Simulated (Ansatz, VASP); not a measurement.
Two plane-wave programs on InSb

INCAR

```
SYSTEM = InSb
PREC = Accurate
ENCUT = 520
EDIFF = 1E-6
ISMEAR = 0
SIGMA = 0.15
LREAL = .False.
LASPH = .True.
NELM = 60
ALGO = Normal
ISIF = 2
LWAVE = .False.
LCHARG = .True.
GGA = PE
LELF = .True.
LVHAR = .True.
NBANDS = 16
```

Contents of KPOINTS:

```
regular mesh
0
Gamma
  16 16 16
  0 0 0
```

File POSCAR:

```
InSb
1.0
   -3.0074500000      3.0074500000      1.7471500000
    3.0074500000     -3.0074500000      1.7471500000
    3.0074500000      3.0074500000     -1.7471500000
In Sb
1 1
Direct
    0.2500000000      0.7500000000      0.5000000000
    0.0000000000      0.0000000000      0.0000000000
```

Input for Ansatz:

```yaml
crystal:
  lattice:
    - [-3.00745, 3.00745, 1.74715]
    - [3.00745, -3.00745, 1.74715]
    - [3.00745, 3.00745, -1.74715]
  atoms:
    - { symbol: In, position: [0.25, 0.75, 0.5] }
    - { symbol: Sb, position: [0.0, 0.0, 0.0] }
basis:
  ecutwfc: 420
kpoints:
  mp_grid: { grid: [16, 16, 16] }
hamiltonian:
  xc: pbe
  pseudopotentials: { kind: paw, azcp: { folder: soft_1 } }
scf:
  occupations: { method: gaussian, width: 0.15 }
output:
  forces: true
  stress: true
  eigenvalues: true
```

Alike in both runs: task single point; functional PBE; k mesh 16 × 16 × 16; occupations gaussian, width 0.15 eV; no spin polarisation.

|  | VASP | Ansatz |
| --- | --- | --- |
| version | VASP 6.6.1 | Ansatz 0.2.0 |
| potentials or method | VASP PAW PBE potentials, release 64 (In_d, Sb), cutoff 520 eV | scalar-relativistic, plane waves, PAW |
| valence electrons in the cell | 18 | 28 |

|  | VASP | Ansatz | Ansatz less VASP |
| --- | --- | --- | --- |
| gap on the k mesh at the Fermi level (eV) | none | none | - |
| pressure (GPa) | -3.6 | -3.6 | +0.05 |
| traceless stress, the component that is largest in VASP (GPa) | -0.81 | -0.81 | +0.002 |

A gap of «none» marks a metal or a gap that the smearing closes. The functional is the same, so the differences come from potentials, cutoffs and numerics. VASP's potentials hold 18 valence electrons a cell and Ansatz's 28, so a difference there can come from the potentials and not from the codes.

Neither program's run includes spin-orbit coupling.
